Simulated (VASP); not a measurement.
# BaS (Imm2) in VASP: notebook

BaS is run at these levels: LDA; tasks: single point.

Everything below comes from runs of VASP 6.6.1. Logs are shortened: lines on timing, memory, paths and dates and some standing lists are left out, and cuts for length are marked.

### Step 1. The cell of the first run

Symmetry: Imm2, No. 44, orthorhombic system. The conventional cell has a = 4.517 Å, b = 6.388 Å, c = 4.517 Å, α = 90.00°, β = 90.00°, γ = 90.00°. Ba (site symmetry mm2) has 6 S at 2.90 to 3.52 Å within 3.8 Å. S (site symmetry mm2) has 6 Ba at 2.90 to 3.52 Å within 3.8 Å.

### Step 2. Single point, LDA (all S atoms moved +0.438 Å, as atom 2 along Cartesian [1 -1 0])

File INCAR:

```
SYSTEM = BaS
PREC = Accurate ; ENCUT = 520
EDIFF = 1E-7 ; ISMEAR = 0
SIGMA = 0.05 ; LREAL = .FALSE.
LASPH = .TRUE. ; NELM = 80
ALGO = Normal ; ISIF = 2
LWAVE = .FALSE. ; LCHARG = .FALSE.
GGA = CA ; NBANDS = 15
```

File KPOINTS:

```
regular mesh
0
G
  8 8 8
  0 0 0
```

File POSCAR:

```
BaS
1.0
    0.0000000000      3.1937500000      3.1937500000
    3.1937500000      0.0000000000      3.1937500000
    3.1937500000      3.1937500000      0.0000000000
Ba S
1 1
Direct
    0.0000000000      0.0000000000      0.0000000000
    0.4031360574      0.5968639426      0.5000000000
```

Potentials or basis: VASP PAW LDA potentials, release 64 (Ba_sv, S).

Launch:

```sh
$ cat potpaw_LDA.64/Ba_sv/POTCAR potpaw_LDA.64/S/POTCAR > POTCAR
$ mpirun -np 1 vasp_std > vasp.out
```

OUTCAR:

```text
SYSTEM = BaS
   PREC = Accurate
   ENCUT = 520
   EDIFF = 1E-7
   ISMEAR = 0
   LREAL = .FALSE.
   LASPH = .TRUE.
   NELM = 80
   ISIF = 2
   GGA = CA

 ion  position               nearest neighbor table
   1  0.000  0.000  0.000-   2 2.90   2 2.90   2 3.22   2 3.22   2 3.52   2 3.52
   2  0.403  0.597  0.500-   1 2.90   1 2.90   1 3.22   1 3.22   1 3.52   1 3.52

  LATTYP: Found a face centered cubic cell.
 ALAT       =     6.3875000000

  Lattice vectors:

 A1 = (   0.0000000000,   3.1937500000,   3.1937500000)
 A2 = (   3.1937500000,   0.0000000000,   3.1937500000)
 A3 = (   3.1937500000,   3.1937500000,   0.0000000000)

Analysis of symmetry for initial positions (statically):
=====================================================================
 Subroutine PRICEL returns:
 Original cell was already a primitive cell.

 Routine SETGRP: Setting up the symmetry group for a
 face centered cubic supercell.

 Subroutine GETGRP returns: Found  4 space group operations
 (whereof  4 operations were pure point group operations)
 out of a pool of 48 trial point group operations.

The static configuration has the point symmetry C_2v.

Analysis of symmetry for dynamics (positions and initial velocities):
=====================================================================
 Subroutine PRICEL returns:
 Original cell was already a primitive cell.

 Routine SETGRP: Setting up the symmetry group for a
 face centered cubic supercell.

 Subroutine GETGRP returns: Found  4 space group operations
 (whereof  4 operations were pure point group operations)
 out of a pool of 48 trial point group operations.

The dynamic configuration has the point symmetry C_2v.

 Subroutine INISYM returns: Found  4 space group operations
 (whereof  4 operations are pure point group operations),
 and found     1 'primitive' translations

----------------------------------------------------------------------------------------

                                     Primitive cell

  volume of cell :      65.1527

  direct lattice vectors                    reciprocal lattice vectors
     0.000000000  3.193750000  3.193750000    -0.156555773  0.156555773  0.156555773
     3.193750000  0.000000000  3.193750000     0.156555773 -0.156555773  0.156555773
     3.193750000  3.193750000  0.000000000     0.156555773  0.156555773 -0.156555773

  length of vectors
     4.516644565  4.516644565  4.516644565     0.271162553  0.271162553  0.271162553

  position of ions in fractional coordinates (direct lattice)
     0.000000000  0.000000000  0.000000000
     0.403136057  0.596863943  0.500000000

  ion indices of the primitive-cell ions
   primitive index   ion index
                 1           1
                 2           2

----------------------------------------------------------------------------------------

 KPOINTS: regular mesh

Automatic generation of k-mesh.
 Grid dimensions read from file:
 generate k-points for:    8    8    8

 Generating k-lattice:

  Cartesian coordinates                     Fractional coordinates (reciprocal lattice)
    -0.019569472  0.019569472  0.019569472     0.125000000  0.000000000  0.000000000
     0.019569472 -0.019569472  0.019569472     0.000000000  0.125000000  0.000000000
     0.019569472  0.019569472 -0.019569472     0.000000000  0.000000000  0.125000000

  Length of vectors
     0.033895319  0.033895319  0.033895319

  Shift w.r.t. Gamma in fractional coordinates (k-lattice)
     0.000000000  0.000000000  0.000000000

 Subroutine IBZKPT returns following result:
 ===========================================

 Found     95 irreducible k-points:

 Following reciprocal coordinates:
            Coordinates               Weight
  0.000000  0.000000  0.000000      1.000000
  0.125000  0.000000  0.000000      4.000000
  0.000000  0.000000  0.125000      4.000000
  0.250000  0.000000  0.000000      4.000000
  0.000000  0.000000  0.250000      4.000000
  0.375000  0.000000  0.000000      4.000000
[... 16 lines left out ...]
  0.125000  0.125000 -0.375000      4.000000
 -0.375000  0.125000  0.000000      4.000000
 [... further k-points ...]
   k-points           NKPTS =     95   k-points in BZ     NKDIM =     95   number of bands    NBANDS=     15
   number of dos      NEDOS =    301   number of ions     NIONS =      2
   total plane-waves  NPLWV =  46656
   dimension x,y,z NGX =    36 NGY =   36 NGZ =   36
   dimension x,y,z NGXF=    72 NGYF=   72 NGZF=   72
   ions per type =               1   1
   NGX,Y,Z   is equivalent  to a cutoff of  13.25, 13.25, 13.25 a.u.
   NGXF,Y,Z  is equivalent  to a cutoff of  26.50, 26.50, 26.50 a.u.
 SYSTEM =  BaS
   PREC   = accura    normal or accurate (medium, high low for compatibility)
   ISTART =      0    job   : 0-new  1-cont  2-samecut
   ICHARG =      2    charge: 1-file 2-atom 10-const
   ISPIN  =      1    spin polarized calculation?
   LNONCOLLINEAR =      F non collinear calculations
   LSORBIT =      F    spin-orbit coupling
   LASPH  =      T    aspherical Exc in radial PAW
   ENCUT  =  520.0 eV  38.22 Ry    6.18 a.u.   8.40  8.40  8.40*2*pi/ulx,y,z
   NELM   =     80;   NELMIN=  2; NELMDL= -5     # of ELM steps
   EDIFF  = 0.1E-06   stopping-criterion for ELM
   LREAL  =      F    real-space projection
   EDIFFG = 0.1E-05   stopping-criterion for IOM
   NSW    =      0    number of steps for IOM
   IBRION =     -1    ionic relax: 0-MD 1-quasi-New 2-CG
   NFREE  =      0    steps in history (QN), initial steepest desc. (CG)
   ISIF   =      2    stress and relaxation
   ISYM   =      2    0-nonsym 1-usesym 2-fastsym
   POTIM  = 0.5000    time-step for ionic-motion
   TEBEG  =    0.0;   TEEND  =   0.0 temperature during run
   PSTRESS=    0.0 pullay stress
   NELECT =      16.0000    total number of electrons
   NUPDOWN=      -1.0000    fix difference up-down
   EMIN   =  10.00;   EMAX   =-10.00  energy-range for DOS
   EFERMI =   0.00;   METHOD = LEGACY
   ISMEAR =     0;   SIGMA  =   0.05  broadening in eV -4-tet -1-fermi 0-gaus
   EFERMI_NEDOS =   21; number of points for ismear=-14 and -15
   IALGO  =     38    algorithm
   IMIX   =      4    mixing-type and parameters
     AMIX     =   0.40;   BMIX     =  1.00
     AMIX_MAG =   1.60;   BMIX_MAG =  1.00
  volume/ion in A,a.u.               =      32.58       219.84
  Fermi-wavevector in a.u.,A,eV,Ry     =   1.025189  1.937326 14.299891  1.051012
  Thomas-Fermi vector in A             =   2.159016
   LORBIT       =      0    0 simple, 1 ext, 2 COOP (PROOUT), +10 PAW based schemes
   GGA     = CA    functional components
   LHFCALC =     F    Hartree Fock is set to
   AEXX    =    0.0000 exact exchange contribution
   IVDW    =     0    specifies the selected vdW correction
   LEPSILON=     F    determine dielectric tensor
   LRPA    =     F    only Hartree local field effects (RPA)
 non-spin polarized calculation
 Gauss-broadening in eV      SIGMA  =   0.05
  energy-cutoff  :      520.00
  volume of cell :       65.15
 maximum number of plane-waves:      1807
 NGX is ok and might be reduce to    36
   NGX = 17   NGY = 17   NGZ = 17

 number of electron      16.0000001 magnetization

 Free energy of the ion-electron system (eV)
  ---------------------------------------------------
  ext. energy  EPLUGINS =         0.00000000
  ---------------------------------------------------
  free energy    TOTEN  =       -10.95450891 eV

  energy without entropy =      -10.95450891  energy(sigma->0) =      -10.95450891

 E-fermi :   1.3719     XC(G=0):  -8.9647

 val. band max:        1.0827350877   @ k =   0.0000   0.5000   0.5000
 cond. band min:       3.5532820606   @ k =   0.0000   0.5000   0.5000
 fundamental gap:      2.4705469729
 Fermi energy:         1.3718918303

 k-point     1 :       0.0000    0.0000    0.0000
  band No.  band energies     occupation
      1     -24.7089      2.00000
      2     -10.0478      2.00000
      3      -9.8420      2.00000
      4      -9.7805      2.00000
      5      -8.8783      2.00000
      6       0.9060      2.00000
      7       0.9284      2.00000
      8       0.9920      2.00000
      9       4.4659      0.00000
     10       4.9017      0.00000
     11       5.3355      0.00000
     12       5.4693      0.00000
     13       6.2019      0.00000
     14       6.4688      0.00000
     15       9.4021      0.00000

 k-point     2 :       0.1250    0.0000    0.0000
  band No.  band energies     occupation
      1     -24.7020      2.00000
      2     -10.2671      2.00000
      3      -9.8489      2.00000
      4      -9.8023      2.00000
      5      -8.6384      2.00000
      6       0.5106      2.00000
      7       0.8258      2.00000
      8       0.8474      2.00000
      9       4.7950      0.00000
     10       5.1082      0.00000
     11       5.3764      0.00000
     12       5.5978      0.00000
     13       6.8054      0.00000
     14       6.9022      0.00000
     15      10.0524      0.00000

 k-point     3 :       0.0000    0.0000    0.1250
  band No.  band energies     occupation
      1     -24.7016      2.00000
      2     -10.3021      2.00000
      3      -9.8554      2.00000
      4      -9.8008      2.00000
      5      -8.5946      2.00000
      6       0.4917      2.00000
      7       0.8242      2.00000
      8       0.9621      2.00000
      9       4.8303      0.00000
     10       4.9355      0.00000
     11       5.2406      0.00000
     12       5.5586      0.00000
     13       6.7736      0.00000
     14       7.1701      0.00000
     15      10.0328      0.00000
[... 343 lines left out ...]
 k-point    23 :       0.1250    0.1250   -0.3750
  band No.  band energies     occupation
      1     -24.6570      2.00000
      2     -11.0701      2.00000
      3      -9.9245      2.00000
      4      -9.9081      2.00000
      5      -7.7969      2.00000
      6      -0.5488      2.00000
      7       0.1838      2.00000
      8       0.5172      2.00000
      9       5.1938      0.00000
     10       6.6925      0.00000
     11       7.4176      0.00000
     12       7.7958      0.00000
     13       8.9753      0.00000
     14       9.4611      0.00000
     15      10.2977      0.00000

 k-point    24 :      -0.3750    0.1250    0.0000
  band No.  band energies     occupation
      1     -24.6618      2.00000
      2     -10.9410      2.00000
      3      -9.9188      2.00000
      4      -9.8894      2.00000
      5      -7.9463      2.00000
      6      -0.6125      2.00000
      7       0.1161      2.00000
      8       0.3388      2.00000
      9       5.7266      0.00000
     10       6.7368      0.00000
     11       7.1305      0.00000
     12       7.8011      0.00000
     13       8.6922      0.00000
     14      10.1818      0.00000
     15      10.5212      0.00000

 [... further k-points ...]

------------------------ aborting loop because EDIFF is reached ----------------------------------------

  FORCE on cell =-STRESS in cart. coord.  units (eV):
  Direction    XX          YY          ZZ          XY          YZ          ZX
  --------------------------------------------------------------------------------------
  -------------------------------------------------------------------------------------
  Total        0.6748735      0.6748735     -1.0648430      0.3945461      0.0000000      0.0000000
  in kB       16.5958767     16.5958767    -26.1856538      9.7023203      0.0000000      0.0000000
  external PRESSURE =       2.3353666 kB  Pullay stress =       0.0000000 kB

 VOLUME and BASIS-vectors are now :
 -----------------------------------------------------------------------------
  energy-cutoff  :      520.00
  volume of cell :       65.15
      direct lattice vectors                 reciprocal lattice vectors
     0.000000000  3.193750000  3.193750000    -0.156555773  0.156555773  0.156555773
     3.193750000  0.000000000  3.193750000     0.156555773 -0.156555773  0.156555773
     3.193750000  3.193750000  0.000000000     0.156555773  0.156555773 -0.156555773

 POSITION                                       TOTAL-FORCE (eV/Angst)
 -----------------------------------------------------------------------------------
      0.00000      0.00000      0.00000         0.740865     -0.740865      0.000000
      3.50311      2.88439      3.19375        -0.740865      0.740865      0.000000
 -----------------------------------------------------------------------------------
    total drift:                                0.000084     -0.000084      0.000000

  FREE ENERGIE OF THE ION-ELECTRON SYSTEM (eV)
  ---------------------------------------------------
  free  energy   TOTEN  =       -10.9545089085 eV

  energy  without entropy=      -10.9545089085  energy(sigma->0) =      -10.95450891
```

Wall time 2.3 min (1 thread of Intel Xeon 8259CL, shared host); peak memory 0.23 GiB.

What came out:

```yaml
Free_energy: -10.9545 eV
Pressure: 0.2 GPa
Largest_force: 1.048 eV/Å
Band_gap_on_the_k_mesh: 2.47 eV
```

Forces on the atoms (eV/Å):
```
Ba   0.741 -0.741  0.000
S   -0.741  0.741  0.000
```

Stress tensor (GPa, compression positive):
```
 1.66  0.97  0.00
 0.97  1.66  0.00
 0.00  0.00 -2.62
```

Caveat: the cell differs from its parent crystal (all S atoms moved +0.438 Å, as atom 2 along Cartesian [1 -1 0]); spin-orbit coupling is left out, which moves the levels of the heavy elements; forces of over 1 eV/Å act on the atoms, so gaps and moduli don't describe the material at rest.

### Step 3. Single point, LDA (all S atoms moved +0.312 Å, as atom 2 along Cartesian [1 -1 0])

File INCAR:

```
PREC = Accurate
ENCUT = 520
EDIFF = 1E-6
ISMEAR = 0
SIGMA = 0.05
LREAL = F
LASPH = T
NELM = 100
ALGO = Normal
ISIF = 2
LWAVE = F
LCHARG = F
NBANDS = 15
```

File KPOINTS:

```
Automatic mesh
0
Gamma
  8 8 8
```

POSCAR: that of step 2 with these lines changed.

```diff
@@ -9,2 +9,2 @@
     0.0000000000      0.0000000000      0.0000000000
-    0.4031360574      0.5968639426      0.5000000000
+    0.4308114696      0.5691885304      0.5000000000
```

Potentials or basis: VASP PAW LDA potentials, release 64 (Ba_sv, S).

Launch:

```sh
$ cat potpaw_LDA.64/Ba_sv/POTCAR potpaw_LDA.64/S/POTCAR > POTCAR
$ mpirun -np 1 vasp_std > vasp.out
```

Run time: 2.3 min. Hardware: 1 thread of Intel Xeon 8259CL, shared host; peak memory 0.23 GiB.

It converged, with:

| Quantity | Value |
| --- | --- |
| Free energy | -11.0614 eV |
| Pressure | -0.8 GPa |
| Largest force | 0.675 eV/Å |
| Band gap on the k mesh | 2.27 eV (least direct gap 2.28 eV) |

Forces on the atoms (eV/Å):
```
Ba   0.477 -0.477  0.000
S   -0.477  0.477  0.000
```

Stress tensor (GPa, compression positive):
```
-0.07  0.43  0.00
 0.43 -0.07  0.00
 0.00  0.00 -2.28
```

Levels at points of the mesh, in eV from the valence-band top:
```
           k point  band 4  band 5  band 6  band 7  band 8  band 9  band 10  band 11  band 12  band 13
(0.00, 0.00, 0.00)  -10.90  -10.06   -0.04   -0.03    0.00    3.41     3.82     4.06     4.13     4.96
(0.50, 0.00, 0.00)  -10.96   -8.92   -1.87   -1.00   -0.98    5.17     5.95     6.21     6.40     8.28
(0.00, 0.00, 0.50)  -10.96   -8.84   -1.86   -0.94   -0.86    5.27     5.37     6.25     6.38     8.16
(0.50, 0.50, 0.00)  -11.14   -9.90   -0.43   -0.31   -0.05    2.48     5.81     6.11     7.53     7.55
(0.00, 0.50, 0.50)  -11.11   -9.86   -0.37   -0.20   -0.01    2.27     5.89     6.09     6.97     7.52
```

Caveat: the cell differs from its parent crystal (all S atoms moved +0.312 Å, as atom 2 along Cartesian [1 -1 0]); spin-orbit coupling is left out, which moves the levels of the heavy elements. A k mesh can miss the band edges.

### Step 4. Single point, LDA (all S atoms moved +0.188 Å, as atom 2 along Cartesian [1 -1 0])

File INCAR:

```
SYSTEM = BaS
PREC = Accurate ; ENCUT = 520
EDIFF = 1E-6 ; ISMEAR = 0
SIGMA = 0.05 ; LREAL = .False.
LASPH = .True. ; NELM = 100
ALGO = Normal ; ISIF = 2
LWAVE = .False. ; LCHARG = .False.
NBANDS = 15
```

File KPOINTS:

```
Automatic mesh
0
Gamma
  8 8 8
  0 0 0
```

POSCAR: that of step 3 with these lines changed.

```diff
@@ -9,2 +9,2 @@
     0.0000000000      0.0000000000      0.0000000000
-    0.4308114696      0.5691885304      0.5000000000
+    0.4584868817      0.5415131183      0.5000000000
```

Launch:

```sh
$ cat potpaw_LDA.64/Ba_sv/POTCAR potpaw_LDA.64/S/POTCAR > POTCAR
$ mpirun -np 1 vasp_std > vasp.out
```

Wall time 2 min (1 thread of Intel Xeon 8259CL, shared host); peak memory 0.23 GiB.

The run converged. Its results:

- Free energy: -11.1261 eV
- Pressure: -1.5 GPa
- Largest force: 0.371 eV/Å
- Band gap on the k mesh: 2.04 eV (least direct gap 2.13 eV)

Forces in eV/Å, atoms in the order of the input:
```
Ba   0.263 -0.263  0.000
S   -0.263  0.263  0.000
```

Stress tensor (GPa, compression positive):
```
-1.21  0.14  0.00
 0.14 -1.21  0.00
 0.00  0.00 -2.01
```

Levels at points of the mesh, in eV from the valence-band top:
| k point | band 6 | band 7 | band 8 | band 9 | band 10 | band 11 |
| --- | --- | --- | --- | --- | --- | --- |
| (0.00, 0.00, 0.00) | -0.01 | -0.01 | 0.00 | 3.35 | 3.75 | 3.84 |
| (0.50, 0.00, 0.00) | -1.96 | -1.07 | -1.06 | 5.25 | 5.71 | 6.19 |
| (0.00, 0.00, 0.50) | -1.96 | -1.05 | -1.02 | 5.39 | 5.40 | 6.20 |
| (0.50, 0.50, 0.00) | -0.50 | -0.21 | -0.10 | 2.13 | 5.83 | 5.96 |
| (0.00, 0.50, 0.50) | -0.47 | -0.16 | -0.09 | 2.04 | 5.86 | 5.95 |

Caveat: the cell differs from its parent crystal (all S atoms moved +0.188 Å, as atom 2 along Cartesian [1 -1 0]); spin-orbit coupling is left out, which moves the levels of the heavy elements.

### Step 5. The runs side by side

```csv
cell,gap on the mesh (eV),pressure (GPa),largest force (eV/Å)
"as given, atomic positions A",2.47,0.2,1.05
"as given, atomic positions B",2.27,-0.8,0.68
"as given, atomic positions C",2.04,-1.5,0.37
```

Alike in all rows: task single point; level LDA; potentials or basis VASP PAW LDA potentials, release 64 (Ba_sv, S); no spin polarisation; k mesh 8 × 8 × 8; cutoff (eV) 520; smearing gaussian 0.05 eV.

Caveats: spin-orbit coupling is left out, which moves the levels of the heavy elements; forces of over 1 eV/Å act on the atoms, so gaps and moduli don't describe the material at rest (at least some runs).

Total energies depend on the potentials used, so only differences within one code and one set of settings carry meaning.
